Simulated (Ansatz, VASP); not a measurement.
## Sn3Se in VASP and in Ansatz

```
CELL_PARAMETERS angstrom
4.63647 0.00000 0.00000
0.00000 4.63647 0.00000
0.00000 0.00000 4.63647
ATOMIC_POSITIONS crystal
Sn 0.00000 0.50000 0.50000
Sn 0.50000 0.00000 0.50000
Sn 0.50000 0.50000 0.00000
Se 0.00000 0.00000 0.00000
```

Alike in both runs: task single point; functional r2SCAN; k mesh 10 × 10 × 10; occupations gaussian, width 0.1 eV; no spin polarisation.

|  | VASP | Ansatz |
| --- | --- | --- |
| version | VASP 6.6.1 | Ansatz 0.2.0 |
| potentials or method | VASP PAW PBE potentials, release 64 (Sn_d, Se), cutoff 520 eV | scalar-relativistic, plane waves, PAW |
| valence electrons in the cell | 48 | 58 |

```tsv
	VASP	Ansatz	Ansatz less VASP
gap on the k mesh at the Fermi level (eV)	none	none	-
pressure (GPa)	3.3	3.3	0.00
```

VASP's potentials were made for PBE, not for r2SCAN. A gap of «none» marks a metal or a gap that the smearing closes. The functional is the same, so the differences come from potentials, cutoffs and numerics. VASP's potentials hold 48 valence electrons a cell and Ansatz's 58, so a difference there can come from the potentials and not from the codes.
